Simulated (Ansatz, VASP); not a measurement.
Sn2Se: VASP beside Ansatz

The input INCAR:

```
ALGO = Normal ; EDIFF = 1E-6
EDIFFG = -0.04 ; ENCUT = 600
GGA = PE ; IBRION = 2
ISIF = 3 ; ISMEAR = 0
LASPH = T ; LCHARG = F
LREAL = F ; LWAVE = F
NELM = 60 ; NSW = 90
PREC = Accurate ; SIGMA = 0.1
```

Contents of KPOINTS:

```
k-points
0
Gamma
  4 4 2
```

POSCAR

```
Sn2Se
1.0
    3.7450034100      0.0000000000      0.0000000000
    0.0000000000      3.7450034100      0.0000000000
    0.0000000000      0.0000000000     10.9098882000
Sn Se
4 2
Direct
    0.5000000000      0.0000000000      0.7552999900
    0.0000000000      0.5000000000      0.2447000100
    0.5000000000      0.0000000000      0.0776000000
    0.0000000000      0.5000000000      0.9224000000
    0.5000000000      0.0000000000      0.3664999900
    0.0000000000      0.5000000000      0.6335000100
```

Input for Ansatz:

```yaml
crystal:
  lattice:
    - [3.74500341, 0.0, 0.0]
    - [0.0, 3.74500341, 0.0]
    - [0.0, 0.0, 10.9098882]
  atoms:
    - { symbol: Sn, position: [0.5, 0.0, 0.75529999] }
    - { symbol: Sn, position: [0.0, 0.5, 0.24470001] }
    - { symbol: Sn, position: [0.5, 0.0, 0.0776] }
    - { symbol: Sn, position: [0.0, 0.5, 0.9224] }
    - { symbol: Se, position: [0.5, 0.0, 0.36649999] }
    - { symbol: Se, position: [0.0, 0.5, 0.63350001] }
basis:
  ecutwfc: 420
kpoints:
  mp_grid: { grid: [4, 4, 2] }
hamiltonian:
  xc: pbe
scf:
  occupations: { method: gaussian, width: 0.1 }
  lower_state_search: "off"
output:
  forces: true
  stress: true
  eigenvalues: true
relax:
  adjacent_minimum: "off"
  f_tol: 0.04
  max_steps: 70
  cell: { stress_tol: 0.4 }
```

Change from the starting cell: species swapped into the Ta2Se type (P4/nmm, No. 129).

Alike in both runs: task relaxation of cell and atoms; functional PBE; k mesh 4 × 4 × 2; occupations gaussian, width 0.1 eV; no spin polarisation.

|  | VASP | Ansatz |
| --- | --- | --- |
| version | VASP 6.6.1 | Ansatz 0.2.0 |
| potentials or method | VASP PAW PBE potentials, release 64 (Sn_d, Se), cutoff 600 eV | scalar-relativistic, plane waves, PAW |
| valence electrons in the cell | 68 | 88 |

Ansatz gave:

| Property | Result |
| --- | --- |
| gap on the k mesh at the Fermi level, each at its own relaxed structure (eV) | none |
| relaxed volume (Å³/atom) | 28.06 |
| relaxed cell length with the largest relative difference (Å) | 9.142 |

Problem. Estimate VASP's values.

Solution. gap on the k mesh at the Fermi level, each at its own relaxed structure (eV): none; relaxed volume (Å³/atom): 28.02; relaxed cell length with the largest relative difference (Å): 9.131.

A gap of «none» marks a metal or a gap that the smearing closes. VASP's potentials hold 68 valence electrons a cell and Ansatz's 88, so a difference there can come from the potentials and not from the codes.

The k mesh is coarse, so the values compare programs but aren't converged.
